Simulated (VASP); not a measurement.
Runs of VASP 6.6.1 on NaCl. The structure is that of space group Fm-3m (No. 225), or close to it. The cells are those of the table. 

| level | cell | k mesh | smearing | gap on the mesh (eV) | pressure (GPa) |
| --- | --- | --- | --- | --- | --- |
| PBE | a = 3.974 Å, angles 59.2°, 2 atoms | 8 × 8 × 8 | fermi-dirac 0.02 eV | (a) | (c) |
| PBE | a = 3.950 Å, angles 61.6°, 2 atoms | 8 × 8 × 8 | fermi-dirac 0.02 eV | 5.00 | 0.6 |
| PBE | a = 3.958 Å, angles 60.8°, 2 atoms | 4 × 4 × 4 | gaussian 0.01 eV | 5.08 | 0.9 |
| r2SCAN | a = 3.982 Å, angles 58.4°, 2 atoms | 8 × 8 × 8 | gaussian 0.01 eV | (b) | 0.5 |
| PBE | a = 3.982 Å, angles 58.4°, 2 atoms | 8 × 8 × 8 | fermi-dirac 0.02 eV | 5.21 | 2.0 |

Alike in all rows: task single point; potentials or basis VASP PAW PBE potentials, release 64 (Na_pv, Cl); no spin polarisation; cutoff (eV) 520.

Task: Fill in the values left out.

Result: (a) 5.20; (b) 6.04; (c) 1.6.

Caveats: some runs use coarse meshes; the PAW data sets were made with another functional, which shifts forces and pressure a little (some runs).

A k mesh can miss the band edges.
